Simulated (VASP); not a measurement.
# GaN (Cmc2_1) in VASP: single point with r2SCAN

Aim: the single point of GaN with r2SCAN.

Everything below comes from runs of VASP 6.6.1. Logs are shortened: lines on timing, memory, paths and dates and some standing lists are left out, and cuts for length are marked.

## (1) The cell of the first run

Symmetry: Cmc2_1, No. 36, orthorhombic system. Conventional cell: a = 3.374 Å, b = 5.513 Å, c = 5.184 Å, α = 90.00°, β = 90.00°, γ = 90.00°. Within 2.6 Å of Ga (site symmetry m) lie 4 N at 1.95 to 2.02 Å. Within 2.6 Å of N (site symmetry m) lie 4 Ga at 1.95 to 2.02 Å.

## (2) Single point, r2SCAN (strain +0.0600 x Voigt [1, 0, 0, 0, 0, 0])

POSCAR reads:

```
GaN
1.0
    3.3740843391      0.0000000000      0.0000000000
   -1.6870421696      2.7566441058      0.0000000000
    0.0000000000      0.0000000000      5.1835962460
Ga N
2 2
Direct
    0.3333333333      0.6666666667      0.9991101048
    0.6666666667      0.3333333333      0.4991101048
    0.3333333333      0.6666666667      0.3758898952
    0.6666666667      0.3333333333      0.8758898952
```

INCAR.step1 reads:

```
SYSTEM = GaN
  PREC = Accurate
  ENCUT = 520
  ISMEAR = 0
  SIGMA = 0.05
  LREAL = .FALSE.
  LASPH = .TRUE.
  NELM = 100
  NBANDS = 26
  GGA = PE
  ALGO = Normal
  EDIFF = 1E-4
  LWAVE = .TRUE.
  LCHARG = .FALSE.
```

INCAR.step2 reads:

```
SYSTEM = GaN
  PREC = Accurate
  ENCUT = 520
  EDIFF = 1E-6
  ISMEAR = 0
  SIGMA = 0.05
  LREAL = .FALSE.
  LASPH = .TRUE.
  NELM = 100
  ALGO = Normal
  ISIF = 2
  LWAVE = .FALSE.
  LCHARG = .TRUE.
  METAGGA = R2SCAN
  LMIXTAU = .TRUE.
  LELF = .TRUE.
  LVHAR = .TRUE.
  NBANDS = 26
  ISTART = 1
```

KPOINTS reads:

```
regular mesh
0
G
  12 12 6
  0 0 0
```

Potentials or basis: VASP PAW PBE potentials, release 64 (Ga_d, N).

Started as:

```console
$ cat potpaw_PBE.64/Ga_d/POTCAR potpaw_PBE.64/N/POTCAR > POTCAR
$ cp INCAR.step1 INCAR
$ mpirun -np 1 vasp_std > vasp.out
$ cp INCAR.step2 INCAR
$ mpirun -np 1 vasp_std > vasp.out
```

OUTCAR:

```text
SYSTEM = GaN
   PREC = Accurate
   ENCUT = 520
   EDIFF = 1E-6
   ISMEAR = 0
   LREAL = .FALSE.
   LASPH = .TRUE.
   NELM = 100
   ISIF = 2
   METAGGA = R2SCAN
   ISTART = 1

 ion  position               nearest neighbor table
   1  0.333  0.667  0.999-   4 1.95   3 1.95   4 2.02   4 2.02
   2  0.667  0.333  0.499-   3 1.95   4 1.95   3 2.02   3 2.02
   3  0.333  0.667  0.376-   2 1.95   1 1.95   2 2.02   2 2.02
   4  0.667  0.333  0.876-   1 1.95   2 1.95   1 2.02   1 2.02

  Warning from LATTYP: Monoclinic adjustment (A1->A3, A2->A1, A3->A2)!
  LATTYP: Found a base centered orthorhombic cell.
 ALAT       =     3.3740843391
 B/A-ratio  =     1.6340101958
 C/A-ratio  =     1.5362971773

  Lattice vectors:

 A1 = (   1.6870421696,  -2.7566441058,   0.0000000000)
 A2 = (   1.6870421695,   2.7566441058,   0.0000000000)
 A3 = (   0.0000000000,   0.0000000000,   5.1835962460)

Analysis of symmetry for initial positions (statically):
=====================================================================
 Subroutine PRICEL returns:
 Original cell was already a primitive cell.

 Routine SETGRP: Setting up the symmetry group for a
 base centered orthorhombic supercell.

 Subroutine GETGRP returns: Found  4 space group operations
 (whereof  2 operations were pure point group operations)
 out of a pool of  8 trial point group operations.

The static configuration has the point symmetry C_1h.
 The point group associated with its full space group is C_2v.

Analysis of symmetry for dynamics (positions and initial velocities):
=====================================================================
 Subroutine PRICEL returns:
 Original cell was already a primitive cell.

 Routine SETGRP: Setting up the symmetry group for a
 base centered orthorhombic supercell.

 Subroutine GETGRP returns: Found  4 space group operations
 (whereof  2 operations were pure point group operations)
 out of a pool of  8 trial point group operations.

The dynamic configuration has the point symmetry C_1h.
 The point group associated with its full space group is C_2v.

 Subroutine INISYM returns: Found  4 space group operations
 (whereof  2 operations are pure point group operations),
 and found     1 'primitive' translations

----------------------------------------------------------------------------------------

                                     Primitive cell

  volume of cell :      48.2134

  direct lattice vectors                    reciprocal lattice vectors
     3.374084339  0.000000000  0.000000000     0.296376705  0.181379961  0.000000000
    -1.687042170  2.756644106  0.000000000     0.000000000  0.362759922  0.000000000
     0.000000000  0.000000000  5.183596246     0.000000000  0.000000000  0.192916260

  length of vectors
     3.374084339  3.231903156  5.183596246     0.347473512  0.362759922  0.192916260

  position of ions in fractional coordinates (direct lattice)
     0.333333333  0.666666667  0.999110105
     0.666666667  0.333333333  0.499110105
     0.333333333  0.666666667  0.375889895
     0.666666667  0.333333333  0.875889895

  ion indices of the primitive-cell ions
   primitive index   ion index
                 1           1
                 2           2
                 3           3
                 4           4

----------------------------------------------------------------------------------------

 KPOINTS: regular mesh

Automatic generation of k-mesh.
 Grid dimensions read from file:
 generate k-points for:   12   12    6

 Generating k-lattice:

  Cartesian coordinates                     Fractional coordinates (reciprocal lattice)
     0.024698059  0.015114997  0.000000000     0.083333333  0.000000000  0.000000000
     0.000000000  0.030229993  0.000000000     0.000000000  0.083333333  0.000000000
     0.000000000  0.000000000  0.032152710     0.000000000  0.000000000  0.166666667

  Length of vectors
     0.028956126  0.030229993  0.032152710

  Shift w.r.t. Gamma in fractional coordinates (k-lattice)
     0.000000000  0.000000000  0.000000000

 Subroutine IBZKPT returns following result:
 ===========================================

 Found    172 irreducible k-points:

 Following reciprocal coordinates:
            Coordinates               Weight
  0.000000  0.000000  0.000000      1.000000
  0.083333  0.000000  0.000000      4.000000
  0.166667  0.000000  0.000000      4.000000
  0.250000  0.000000  0.000000      4.000000
  0.333333  0.000000  0.000000      4.000000
  0.416667  0.000000  0.000000      4.000000
[... 16 lines left out ...]
  0.333333  0.166667  0.000000      4.000000
  0.416667  0.166667  0.000000      4.000000
 [... further k-points ...]
   k-points           NKPTS =    172   k-points in BZ     NKDIM =    172   number of bands    NBANDS=     26
   number of dos      NEDOS =    301   number of ions     NIONS =      4
   total plane-waves  NPLWV =  26880
   dimension x,y,z NGX =    28 NGY =   24 NGZ =   40
   dimension x,y,z NGXF=    56 NGYF=   48 NGZF=   80
   ions per type =               2   2
   NGX,Y,Z   is equivalent  to a cutoff of  13.80, 12.35, 12.83 a.u.
   NGXF,Y,Z  is equivalent  to a cutoff of  27.59, 24.69, 25.66 a.u.
 SYSTEM =  GaN
   PREC   = accura    normal or accurate (medium, high low for compatibility)
   ISTART =      1    job   : 0-new  1-cont  2-samecut
   ICHARG =      0    charge: 1-file 2-atom 10-const
   ISPIN  =      1    spin polarized calculation?
   LNONCOLLINEAR =      F non collinear calculations
   LSORBIT =      F    spin-orbit coupling
   LASPH  =      T    aspherical Exc in radial PAW
   ENCUT  =  520.0 eV  38.22 Ry    6.18 a.u.   6.27  6.01  9.64*2*pi/ulx,y,z
   NELM   =    100;   NELMIN=  2; NELMDL=  0     # of ELM steps
   EDIFF  = 0.1E-05   stopping-criterion for ELM
   LREAL  =      F    real-space projection
   EDIFFG = 0.1E-04   stopping-criterion for IOM
   NSW    =      0    number of steps for IOM
   IBRION =     -1    ionic relax: 0-MD 1-quasi-New 2-CG
   NFREE  =      0    steps in history (QN), initial steepest desc. (CG)
   ISIF   =      2    stress and relaxation
   ISYM   =      2    0-nonsym 1-usesym 2-fastsym
   POTIM  = 0.5000    time-step for ionic-motion
   TEBEG  =    0.0;   TEEND  =   0.0 temperature during run
   PSTRESS=    0.0 pullay stress
   NELECT =      36.0000    total number of electrons
   NUPDOWN=      -1.0000    fix difference up-down
   EMIN   =  10.00;   EMAX   =-10.00  energy-range for DOS
   EFERMI =   0.00;   METHOD = LEGACY
   ISMEAR =     0;   SIGMA  =   0.05  broadening in eV -4-tet -1-fermi 0-gaus
   EFERMI_NEDOS =   21; number of points for ismear=-14 and -15
   IALGO  =     38    algorithm
   IMIX   =      4    mixing-type and parameters
     AMIX     =   0.40;   BMIX     =  1.00
     AMIX_MAG =   1.60;   BMIX_MAG =  1.00
  volume/ion in A,a.u.               =      12.05        81.34
  Fermi-wavevector in a.u.,A,eV,Ry     =   1.485205  2.806630 30.012191  2.205834
  Thomas-Fermi vector in A             =   2.598646
   LORBIT       =      0    0 simple, 1 ext, 2 COOP (PROOUT), +10 PAW based schemes
   METAGGA = R2SCAN    functional components
   LHFCALC =     F    Hartree Fock is set to
   AEXX    =    0.0000 exact exchange contribution
   IVDW    =     0    specifies the selected vdW correction
   LEPSILON=     F    determine dielectric tensor
   LRPA    =     F    only Hartree local field effects (RPA)
 non-spin polarized calculation
 Gauss-broadening in eV      SIGMA  =   0.05
  energy-cutoff  :      520.00
  volume of cell :       48.21
 maximum number of plane-waves:      1314
 NGX is ok and might be reduce to    28
   NGX = 13   NGY = 13   NGZ = 19

 number of electron      35.9999998 magnetization

 Free energy of the ion-electron system (eV)
  ---------------------------------------------------
  ext. energy  EPLUGINS =         0.00000000
  ---------------------------------------------------
  free energy    TOTEN  =       -43.65174058 eV

  energy without entropy =      -43.65174058  energy(sigma->0) =      -43.65174058

 E-fermi :   4.8278     XC(G=0): -12.3215

 val. band max:        4.5525416372   @ k =   0.0000   0.0000   0.0000
 cond. band min:       6.4208081290   @ k =   0.0000   0.0000   0.0000
 fundamental gap:      1.8682664919
 Fermi energy:         4.8278267054

 k-point     1 :       0.0000    0.0000    0.0000
  band No.  band energies     occupation
      1     -11.8511      2.00000
      2     -11.0047      2.00000
      3      -9.3280      2.00000
      4      -9.3101      2.00000
      5      -9.2932      2.00000
      6      -9.2499      2.00000
[... 18 lines left out ...]
     25      15.9935      0.00000
     26      16.9792      0.00000

 k-point     2 :       0.0833    0.0000    0.0000
  band No.  band energies     occupation
      1     -11.7939      2.00000
      2     -10.9913      2.00000
      3      -9.3212      2.00000
      4      -9.2945      2.00000
      5      -9.2799      2.00000
      6      -9.2406      2.00000
[... 18 lines left out ...]
     25      16.1035      0.00000
     26      16.9333      0.00000

 k-point     3 :       0.1667    0.0000    0.0000
  band No.  band energies     occupation
      1     -11.6383      2.00000
      2     -10.9581      2.00000
      3      -9.3030      2.00000
      4      -9.2733      2.00000
      5      -9.2288      2.00000
      6      -9.2041      2.00000
[... 18 lines left out ...]
     25      16.2934      0.00000
     26      17.1432      0.00000

 k-point     4 :       0.2500    0.0000    0.0000
  band No.  band energies     occupation
      1     -11.4308      2.00000
      2     -10.9202      2.00000
      3      -9.2831      2.00000
      4      -9.2548      2.00000
      5      -9.1870      2.00000
      6      -9.1582      2.00000
[... 18 lines left out ...]
     25      16.2550      0.00000
     26      17.5846      0.00000

 k-point     5 :       0.3333    0.0000    0.0000
  band No.  band energies     occupation
      1     -11.2367      2.00000
      2     -10.8916      2.00000
      3      -9.2684      2.00000
      4      -9.2441      2.00000
      5      -9.1579      2.00000
      6      -9.1206      2.00000
[... 18 lines left out ...]
     25      16.3027      0.00000
     26      18.1206      0.00000

 k-point     6 :       0.4167    0.0000    0.0000
  band No.  band energies     occupation
      1     -11.1069      2.00000
      2     -10.8779      2.00000
      3      -9.2618      2.00000
      4      -9.2407      2.00000
      5      -9.1501      2.00000
      6      -9.1013      2.00000
[... 427 lines left out ...]
 k-point    21 :       0.1667    0.1667    0.0000
  band No.  band energies     occupation
      1     -11.3013      2.00000
      2     -10.8994      2.00000
      3      -9.2599      2.00000
      4      -9.2441      2.00000
      5      -9.1737      2.00000
      6      -9.1510      2.00000
[... 18 lines left out ...]
     25      15.9565      0.00000
     26      18.5324      0.00000

 k-point    22 :       0.2500    0.1667    0.0000
  band No.  band energies     occupation
      1     -11.1453      2.00000
      2     -10.8817      2.00000
      3      -9.2659      2.00000
      4      -9.2263      2.00000
      5      -9.1420      2.00000
      6      -9.1220      2.00000
[... 18 lines left out ...]
     25      15.8128      0.00000
     26      18.7958      0.00000

 k-point    23 :       0.3333    0.1667    0.0000
  band No.  band energies     occupation
      1     -11.0426      2.00000
      2     -10.8776      2.00000
      3      -9.2734      2.00000
      4      -9.2169      2.00000
      5      -9.1201      2.00000
      6      -9.1096      2.00000
[... 18 lines left out ...]
     25      15.9305      0.00000
     26      18.5729      0.00000

 k-point    24 :       0.4167    0.1667    0.0000
  band No.  band energies     occupation
      1     -11.0106      2.00000
      2     -10.8801      2.00000
      3      -9.2769      2.00000
      4      -9.2157      2.00000
      5      -9.1165      2.00000
      6      -9.1027      2.00000
[... 18 lines left out ...]
     25      16.9873      0.00000
     26      18.0165      0.00000

 [... further k-points ...]

------------------------ aborting loop because EDIFF is reached ----------------------------------------

  FORCE on cell =-STRESS in cart. coord.  units (eV):
  Direction    XX          YY          ZZ          XY          YZ          ZX
  --------------------------------------------------------------------------------------
  -------------------------------------------------------------------------------------
  Total       -5.9041023     -1.2193183     -0.7193643      0.0000000      0.0000000      0.0000000
  in kB     -196.1989388    -40.5191062    -23.9051602      0.0000000      0.0000000      0.0000000
  external PRESSURE =     -86.8744017 kB  Pullay stress =       0.0000000 kB

 VOLUME and BASIS-vectors are now :
 -----------------------------------------------------------------------------
  energy-cutoff  :      520.00
  volume of cell :       48.21
      direct lattice vectors                 reciprocal lattice vectors
     3.374084339  0.000000000  0.000000000     0.296376705  0.181379961  0.000000000
    -1.687042170  2.756644106  0.000000000     0.000000000  0.362759922  0.000000000
     0.000000000  0.000000000  5.183596246     0.000000000  0.000000000  0.192916260

 POSITION                                       TOTAL-FORCE (eV/Angst)
 -----------------------------------------------------------------------------------
     -0.00000      1.83776      5.17898         0.000000     -0.338250     -0.207296
      1.68704      0.91888      2.58719        -0.000000      0.338250     -0.207296
     -0.00000      1.83776      1.94846         0.000000     -0.431918      0.207296
      1.68704      0.91888      4.54026        -0.000000      0.431918      0.207296
 -----------------------------------------------------------------------------------
    total drift:                                0.000003      0.000003      0.039430

  FREE ENERGIE OF THE ION-ELECTRON SYSTEM (eV)
  ---------------------------------------------------
  free  energy   TOTEN  =       -43.6517405789 eV

  energy  without entropy=      -43.6517405789  energy(sigma->0) =      -43.65174058
```

Wall time 4.6 min (1 thread of Intel Xeon 6975P-C (Granite Rapids), shared host); peak memory 0.3 GiB.

Results:

| Item | Value |
| --- | --- |
| Free energy | -43.6517 eV |
| Pressure | -8.7 GPa |
| Largest force | 0.479 eV/Å |
| Band gap on the k mesh | 1.87 eV, direct |

Forces on the atoms (eV/Å):
```
Ga   0.000 -0.338 -0.207
Ga   0.000  0.338 -0.207
N    0.000 -0.432  0.207
N    0.000  0.432  0.207
```

Levels at points of the mesh, in eV from the valence-band top:
```tsv
k point	band 15	band 16	band 17	band 18	band 19	band 20	band 21	band 22
(0.00, 0.00, 0.00)	-1.10	-0.18	-0.04	0.00	1.87	4.03	9.54	9.68
(0.50, 0.00, 0.00)	-4.23	-2.64	-2.12	-0.84	5.48	5.88	6.44	8.65
(0.00, 0.50, 0.00)	-3.94	-3.16	-2.21	-1.24	4.49	5.27	6.69	9.15
(0.00, 0.00, 0.50)	-0.75	-0.75	-0.56	-0.56	4.16	4.16	8.91	8.91
(0.50, 0.00, 0.50)	-1.89	-1.89	-1.75	-1.75	4.81	4.81	8.09	8.09
(0.00, 0.50, 0.50)	-2.28	-2.28	-1.75	-1.75	4.36	4.36	8.01	8.01
```

Caveat: the cell differs from its parent crystal (strain +0.0600 x Voigt [1, 0, 0, 0, 0, 0]); the PAW data sets were made with another functional, which shifts forces and pressure a little.
